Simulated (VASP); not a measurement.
# CuO (Cccm) in VASP: further runs

The runs below take CuO through relaxation of cell and atoms, with PBEsol.

All numbers are computed with VASP 6.6.1; they aren't measurements. Logs are shortened: lines on timing, memory, paths and dates and some standing lists are left out, and cuts for length are marked.

## 1. The cell of the first run

Symmetry: Cccm, No. 66, orthorhombic system. The conventional cell has a = 3.982 Å, b = 4.307 Å, c = 5.156 Å, α = 90.00°, β = 90.00°, γ = 90.00°. Cu (site symmetry 2/m) has 4 O at 1.95 Å within 2.6 Å. Within 2.6 Å of O (site symmetry 222) lie 4 Cu at 1.95 Å and 2 O at 2.58 Å.

## 2. Relaxation of cell and atoms, PBEsol

Contents of INCAR:

```
SYSTEM = CuO
PREC = Accurate
ENCUT = 600
EDIFF = 1E-6
ISMEAR = -1
SIGMA = 0.05
LREAL = .FALSE.
LASPH = .TRUE.
NELM = 80
ALGO = Normal
ISIF = 3
LWAVE = .FALSE.
LCHARG = .FALSE.
GGA = PS
IBRION = 2
NSW = 80
EDIFFG = -0.02
```

Contents of KPOINTS:

```
regular mesh
0
G
  9 9 5
  0 0 0
```

Contents of POSCAR:

```
CuO
1.0
    1.9909680000     -2.1535500000      0.0000000000
    1.9909680000      2.1535500000      0.0000000000
    0.0000000000      0.0000000000      5.1559280000
Cu O
2 2
Direct
    0.5000000000      0.0000000000      0.0000000000
    0.0000000000      0.5000000000      0.5000000000
    0.5000000000      0.5000000000      0.2500000000
    0.5000000000      0.5000000000      0.7500000000
```

Potentials or basis: VASP PAW PBE potentials, release 64 (Cu, O).

Command:

```sh
$ cat potpaw_PBE.64/Cu/POTCAR potpaw_PBE.64/O/POTCAR > POTCAR
$ mpirun -np 1 vasp_std > vasp.out
```

OUTCAR:

```text
SYSTEM = CuO
   PREC = Accurate
   ENCUT = 600
   EDIFF = 1E-6
   ISMEAR = -1
   LREAL = .FALSE.
   LASPH = .TRUE.
   NELM = 80
   ISIF = 3
   GGA = PS
   IBRION = 2
   NSW = 80
   EDIFFG = -0.02

 ion  position               nearest neighbor table
   1  0.500  0.000  0.000-   3 1.95   4 1.95   3 1.95   4 1.95
   2  0.000  0.500  0.500-   3 1.95   4 1.95   3 1.95   4 1.95
   3  0.500  0.500  0.250-   1 1.95   2 1.95   1 1.95   2 1.95
   4  0.500  0.500  0.750-   1 1.95   2 1.95   1 1.95   2 1.95

  LATTYP: Found a base centered orthorhombic cell.
 ALAT       =     3.9819360000
 B/A-ratio  =     1.0816597755
 C/A-ratio  =     1.2948294498

  Lattice vectors:

 A1 = (   1.9909680000,  -2.1535500000,   0.0000000000)
 A2 = (   1.9909680000,   2.1535500000,   0.0000000000)
 A3 = (   0.0000000000,   0.0000000000,   5.1559280000)

Analysis of symmetry for initial positions (statically):
=====================================================================
 Subroutine PRICEL returns:
 Original cell was already a primitive cell.

 Routine SETGRP: Setting up the symmetry group for a
 base centered orthorhombic supercell.

 Subroutine GETGRP returns: Found  8 space group operations
 (whereof  4 operations were pure point group operations)
 out of a pool of  8 trial point group operations.

The static configuration has the point symmetry C_2h.
 The point group associated with its full space group is D_2h.

Analysis of symmetry for dynamics (positions and initial velocities):
=====================================================================
 Subroutine PRICEL returns:
 Original cell was already a primitive cell.

 Routine SETGRP: Setting up the symmetry group for a
 base centered orthorhombic supercell.

 Subroutine GETGRP returns: Found  8 space group operations
 (whereof  4 operations were pure point group operations)
 out of a pool of  8 trial point group operations.

The dynamic configuration has the point symmetry C_2h.
 The point group associated with its full space group is D_2h.

 Subroutine INISYM returns: Found  8 space group operations
 (whereof  4 operations are pure point group operations),
 and found     1 'primitive' translations

----------------------------------------------------------------------------------------

                                     Primitive cell

  volume of cell :      44.2136

  direct lattice vectors                    reciprocal lattice vectors
     1.990968000 -2.153550000  0.000000000     0.251134122 -0.232174781  0.000000000
     1.990968000  2.153550000  0.000000000     0.251134122  0.232174781  0.000000000
     0.000000000  0.000000000  5.155928000     0.000000000  0.000000000  0.193951506

  length of vectors
     2.932870809  2.932870809  5.155928000     0.342013854  0.342013854  0.193951506

  position of ions in fractional coordinates (direct lattice)
     0.500000000  0.000000000  0.000000000
     0.000000000  0.500000000  0.500000000
     0.500000000  0.500000000  0.250000000
     0.500000000  0.500000000  0.750000000

  ion indices of the primitive-cell ions
   primitive index   ion index
                 1           1
                 2           2
                 3           3
                 4           4

----------------------------------------------------------------------------------------

 KPOINTS: regular mesh

Automatic generation of k-mesh.
 Grid dimensions read from file:
 generate k-points for:    9    9    5

 Generating k-lattice:

  Cartesian coordinates                     Fractional coordinates (reciprocal lattice)
     0.027903791 -0.025797198  0.000000000     0.111111111  0.000000000  0.000000000
     0.027903791  0.025797198  0.000000000     0.000000000  0.111111111  0.000000000
     0.000000000  0.000000000  0.038790301     0.000000000  0.000000000  0.200000000

  Length of vectors
     0.038001539  0.038001539  0.038790301

  Shift w.r.t. Gamma in fractional coordinates (k-lattice)
     0.000000000  0.000000000  0.000000000

 Subroutine IBZKPT returns following result:
 ===========================================

 Found     75 irreducible k-points:

 Following reciprocal coordinates:
            Coordinates               Weight
  0.000000  0.000000  0.000000      1.000000
  0.111111  0.000000  0.000000      4.000000
  0.222222  0.000000  0.000000      4.000000
  0.333333  0.000000  0.000000      4.000000
  0.444444  0.000000  0.000000      4.000000
  0.111111  0.111111  0.000000      2.000000
[... 16 lines left out ...]
 -0.333333  0.333333  0.000000      2.000000
  0.444444  0.444444  0.000000      2.000000
 [... further k-points ...]
   k-points           NKPTS =     75   k-points in BZ     NKDIM =     75   number of bands    NBANDS=     21
   number of dos      NEDOS =    301   number of ions     NIONS =      4
   total plane-waves  NPLWV =  24192
   dimension x,y,z NGX =    24 NGY =   24 NGZ =   42
   dimension x,y,z NGXF=    48 NGYF=   48 NGZF=   84
   ions per type =               2   2
   NGX,Y,Z   is equivalent  to a cutoff of  13.60, 13.60, 13.54 a.u.
   NGXF,Y,Z  is equivalent  to a cutoff of  27.21, 27.21, 27.08 a.u.
 SYSTEM =  CuO
   PREC   = accura    normal or accurate (medium, high low for compatibility)
   ISTART =      0    job   : 0-new  1-cont  2-samecut
   ICHARG =      2    charge: 1-file 2-atom 10-const
   ISPIN  =      1    spin polarized calculation?
   LNONCOLLINEAR =      F non collinear calculations
   LSORBIT =      F    spin-orbit coupling
   LASPH  =      T    aspherical Exc in radial PAW
   ENCUT  =  600.0 eV  44.10 Ry    6.64 a.u.   5.86  5.86 10.30*2*pi/ulx,y,z
   NELM   =     80;   NELMIN=  2; NELMDL= -5     # of ELM steps
   EDIFF  = 0.1E-05   stopping-criterion for ELM
   LREAL  =      F    real-space projection
   EDIFFG = -.2E-01   stopping-criterion for IOM
   NSW    =     80    number of steps for IOM
   IBRION =      2    ionic relax: 0-MD 1-quasi-New 2-CG
   NFREE  =      1    steps in history (QN), initial steepest desc. (CG)
   ISIF   =      3    stress and relaxation
   ISYM   =      2    0-nonsym 1-usesym 2-fastsym
   POTIM  = 0.5000    time-step for ionic-motion
   TEBEG  =    0.0;   TEEND  =   0.0 temperature during run
   PSTRESS=    0.0 pullay stress
   NELECT =      34.0000    total number of electrons
   NUPDOWN=      -1.0000    fix difference up-down
   EMIN   =  10.00;   EMAX   =-10.00  energy-range for DOS
   EFERMI =   0.00;   METHOD = LEGACY
   ISMEAR =    -1;   SIGMA  =   0.05  broadening in eV -4-tet -1-fermi 0-gaus
   EFERMI_NEDOS =   21; number of points for ismear=-14 and -15
   IALGO  =     38    algorithm
   IMIX   =      4    mixing-type and parameters
     AMIX     =   0.40;   BMIX     =  1.00
     AMIX_MAG =   1.60;   BMIX_MAG =  1.00
  volume/ion in A,a.u.               =      11.05        74.59
  Fermi-wavevector in a.u.,A,eV,Ry     =   1.499854  2.834314 30.607167  2.249563
  Thomas-Fermi vector in A             =   2.611430
   LORBIT       =      0    0 simple, 1 ext, 2 COOP (PROOUT), +10 PAW based schemes
   GGA     = PS    functional components
   LHFCALC =     F    Hartree Fock is set to
   AEXX    =    0.0000 exact exchange contribution
   IVDW    =     0    specifies the selected vdW correction
   LEPSILON=     F    determine dielectric tensor
   LRPA    =     F    only Hartree local field effects (RPA)
 conjugate gradient relaxation of ions
 non-spin polarized calculation
  energy-cutoff  :      600.00
  volume of cell :       44.21
 maximum number of plane-waves:      1492
   NGX = 11   NGY = 11   NGZ = 21

--------------------------------------- Ionic step        1  -------------------------------------------

 number of electron      33.9999991 magnetization

 Free energy of the ion-electron system (eV)
  ---------------------------------------------------
  ext. energy  EPLUGINS =         0.00000000
  ---------------------------------------------------
  free energy    TOTEN  =       -21.46096722 eV

  energy without entropy =      -21.44166805  energy(sigma->0) =      -21.45131764

------------------------ aborting loop because EDIFF is reached ----------------------------------------

  FORCE on cell =-STRESS in cart. coord.  units (eV):
  Direction    XX          YY          ZZ          XY          YZ          ZX
  --------------------------------------------------------------------------------------
  -------------------------------------------------------------------------------------
  Total       -1.1129843     -1.5226304     -1.8641660     -0.0000000      0.0000000      0.0000000
  in kB      -40.3314241    -55.1758441    -67.5521360     -0.0000000      0.0000000      0.0000000
  external PRESSURE =     -54.3531347 kB  Pullay stress =       0.0000000 kB
[... 95 lines left out ...]
  FREE ENERGIE OF THE ION-ELECTRON SYSTEM (eV)
  ---------------------------------------------------
  free  energy   TOTEN  =       -21.4872836496 eV

  energy  without entropy=      -21.4683486092  energy(sigma->0) =      -21.47781613

[... ionic steps 4 to 13 ...]

--------------------------------------- Ionic step       14  -------------------------------------------

 number of electron      33.9999974 magnetization

------------------------ aborting loop because EDIFF is reached ----------------------------------------

  FORCE on cell =-STRESS in cart. coord.  units (eV):
  Direction    XX          YY          ZZ          XY          YZ          ZX
  --------------------------------------------------------------------------------------
  -------------------------------------------------------------------------------------
  Total       -0.1151614     -0.1383086     -0.0917795      0.0000000      0.0000000      0.0000000
  in kB       -4.2975754     -5.1613763     -3.4250115      0.0000000      0.0000000      0.0000000
  external PRESSURE =      -4.2946544 kB  Pullay stress =       0.0000000 kB
[... 61 lines left out ...]
  energy  without entropy=      -21.4737876359  energy(sigma->0) =      -21.48314965

--------------------------------------- Ionic step       16  -------------------------------------------

 number of electron      33.9999975 magnetization

 Free energy of the ion-electron system (eV)
  ---------------------------------------------------
  ext. energy  EPLUGINS =         0.00000000
  ---------------------------------------------------
  free energy    TOTEN  =       -21.49256990 eV

  energy without entropy =      -21.47383413  energy(sigma->0) =      -21.48320201

 E-fermi :   5.1420     XC(G=0): -11.7830

 val. band max:        5.0936969774   @ k =   0.4444   0.4444   0.4000
 cond. band min:       5.1883472911   @ k =   0.4444   0.0000   0.2000
 fundamental gap:      0.0946503137
 Fermi energy:         5.1419662323

 k-point     1 :       0.0000    0.0000    0.0000
  band No.  band energies     occupation
      1     -14.8793      2.00000
      2     -13.4511      2.00000
      3      -3.3472      2.00000
      4      -0.5343      2.00000
      5      -0.5254      2.00000
      6       1.2208      2.00000
[... 550 lines left out ...]
      5      -0.9670      2.00000
      6      -0.3638      2.00000
[... 13 lines left out ...]
     20      11.8619      0.00000
     21      15.1266      0.00000

 [... further k-points ...]
[... 5 lines left out ...]
  --------------------------------------------------------------------------------------
  -------------------------------------------------------------------------------------
  Total       -0.0131526     -0.0386265      0.0418967      0.0000000      0.0000000      0.0000000
  in kB       -0.4920581     -1.4450781      1.5674221      0.0000000      0.0000000      0.0000000
  external PRESSURE =      -0.1232381 kB  Pullay stress =       0.0000000 kB
[... 19 lines left out ...]
  FREE ENERGIE OF THE ION-ELECTRON SYSTEM (eV)
  ---------------------------------------------------
  free  energy   TOTEN  =       -21.4925698954 eV

  energy  without entropy=      -21.4738341337  energy(sigma->0) =      -21.48320201

 reached required accuracy - stopping structural energy minimisation
```

Run time: 17 min. Hardware: 1 thread of Intel Xeon 8259CL, shared host; peak memory 0.22 GiB.

What came out:

```
Free energy                           : -21.4926 eV
Relaxed volume                        : 10.71 Å³/atom
Relaxed cell                          : a = 2.900 Å, b = 2.900 Å, c = 5.094 Å, α = 90.00°, β = 90.00°, γ = 90.23°
Space group after relaxing (to 0.1 Å) : P4_2/mmc (No. 131)
Energy gained by relaxing             : 7.9 meV/atom
Ionic steps                           : 16
Pressure after relaxing               : 0.0 GPa
Band gap on the k mesh                : zero (bands 17 and 18 overlap by 0.98 eV)
```

Stress tensor (GPa, compression positive):
```
-0.05  0.00  0.00
 0.00 -0.14  0.00
 0.00  0.00  0.16
```

Step by step:
| step | energy change (eV) | largest force (eV/Å) | pressure (GPa) | volume (Å³) |
| --- | --- | --- | --- | --- |
| 1 | 0.0000 | 0.0000 | -5.44 | 44.21 |
| 2 | -0.0143 | 0.0000 | 4.06 | 41.86 |
| 3 | -0.0263 | 0.0000 | -0.07 | 42.78 |
| 4 | -0.0263 | 0.0000 | 0.02 | 42.75 |
| 5 | -0.0269 | 0.0000 | 0.03 | 42.72 |
| 6 | -0.0278 | 0.0000 | 0.37 | 42.64 |
| 7 | -0.0282 | 0.0000 | -0.34 | 42.75 |
| 8 | -0.0283 | 0.0000 | -0.29 | 42.78 |
| 9 | -0.0283 | 0.0000 | -0.69 | 42.84 |
| 10 | -0.0283 | 0.0000 | -0.55 | 42.82 |
| 11 | -0.0285 | 0.0000 | -0.42 | 42.82 |
| 12 | -0.0293 | 0.0000 | -0.32 | 42.84 |
| 13 | -0.0304 | 0.0000 | -0.43 | 42.88 |
| 14 | -0.0315 | 0.0000 | -0.43 | 42.93 |
| 15 | -0.0315 | 0.0000 | 0.30 | 42.75 |
| 16 | -0.0316 | 0.0000 | -0.01 | 42.83 |

Final structure:
```yaml
crystal:
  lattice:
    - [2.04614, -2.05443, 0.00000]
    - [2.04614, 2.05443, 0.00000]
    - [0.00000, 0.00000, 5.09386]
  atoms:
    - { symbol: Cu, position: [0.50000, 0.00000, 0.00000] }
    - { symbol: Cu, position: [0.00000, 0.50000, 0.50000] }
    - { symbol: O, position: [0.50000, 0.50000, 0.25000] }
    - { symbol: O, position: [0.50000, 0.50000, 0.75000] }
```

Levels at points of the mesh, in eV from the Fermi level:
```csv
k point,band 15,band 16,band 17,band 18,band 19,band 20
"(0.00, 0.00, 0.00)",-2.36,-1.96,0.72,0.73,1.47,6.03
```

Caveat: the PAW data sets were made with another functional, which shifts forces and pressure a little; semilocal functionals often make such compounds metallic where correlation or magnetic order opens a gap, which also shifts bond lengths.

## 3. Relaxation of cell and atoms, PBEsol, target pressure 5 GPa, at which the enthalpy is minimised

Contents of INCAR:

```
SYSTEM = CuO
ALGO = Normal ; EDIFF = 1E-7
EDIFFG = -0.02 ; ENCUT = 600
GGA = PS ; IBRION = 2
ISIF = 3 ; ISMEAR = -1
LASPH = .TRUE. ; LCHARG = .FALSE.
LREAL = .FALSE. ; LWAVE = .FALSE.
NELM = 60 ; NSW = 80
PREC = Accurate ; PSTRESS = 50.0
SIGMA = 0.05
```

Contents of KPOINTS:

```
k-points
0
G
  9 9 5
  0 0 0
```

POSCAR is that of step 2.

Potentials or basis: VASP PAW PBE potentials, release 64 (Cu, O).

Command:

```sh
$ cat potpaw_PBE.64/Cu/POTCAR potpaw_PBE.64/O/POTCAR > POTCAR
$ mpirun -np 1 vasp_std > vasp.out
```

It took 10 min on 1 thread of Intel Xeon 8259CL, shared host; peak memory 0.22 GiB.

Results (log left out):

```yaml
Free_energy: -21.4687 eV
Relaxed_volume: 10.36 Å³/atom
Relaxed_cell: a = 2.854 Å, b = 2.854 Å, c = 5.100 Å, α = 90.00°, β = 90.00°, γ = 94.03°
Space_group_after_relaxing_to_0.1_Å: Cccm (No. 66)
Energy_change_on_relaxing_the_run_minimises_the_enthalpy: -1.9 meV/atom
Ionic_steps: 9
Pressure_after_relaxing: 4.9 GPa
Band_gap_on_the_k_mesh: zero (bands 17 and 18 overlap by 0.92 eV)
```

Stress tensor (GPa, compression positive):
```
5.16 0.00 0.00
0.00 4.79 0.00
0.00 0.00 4.88
```

Step by step:
| step | energy change (eV) | largest force (eV/Å) | pressure (GPa) | volume (Å³) |
| --- | --- | --- | --- | --- |
| 1 | 0.0000 | 0.0000 | -5.47 | 44.21 |
| 2 | 0.1089 | 0.0000 | 15.19 | 39.75 |
| 3 | -0.0100 | 0.0000 | 4.82 | 41.66 |
| 4 | -0.0084 | 0.0000 | 5.06 | 41.61 |
| 5 | -0.0086 | 0.0000 | 5.09 | 41.52 |
| 6 | -0.0049 | 0.0000 | 5.26 | 41.34 |
| 7 | -0.0057 | 0.0000 | 5.25 | 41.37 |
| 8 | -0.0094 | 0.0000 | 4.68 | 41.48 |
| 9 | -0.0077 | 0.0000 | 4.94 | 41.43 |

Final structure:
```
CELL_PARAMETERS angstrom
1.94558 -2.08761 0.00000
1.94558 2.08761 0.00000
0.00000 0.00000 5.10015
ATOMIC_POSITIONS crystal
Cu 0.50000 0.00000 0.00000
Cu 0.00000 0.50000 0.50000
O 0.50000 0.50000 0.25000
O 0.50000 0.50000 0.75000
```

Levels at points of the mesh, in eV from the Fermi level:
| k point | band 13 | band 14 | band 15 | band 16 | band 17 | band 18 | band 19 | band 20 | band 21 |
| --- | --- | --- | --- | --- | --- | --- | --- | --- | --- |
| (0.00, 0.00, 0.00) | -2.55 | -2.54 | -2.46 | -2.08 | 0.63 | 0.81 | 1.57 | 6.12 | 7.52 |

Caveat: the cell is relaxed towards a set pressure, so the run minimises the enthalpy, not the energy; the PAW data sets were made with another functional, which shifts forces and pressure a little; semilocal functionals often make such compounds metallic where correlation or magnetic order opens a gap, which also shifts bond lengths. With open d or f shells a metallic result of PBEsol can be an artefact of self-interaction; +U or a hybrid may open a gap.
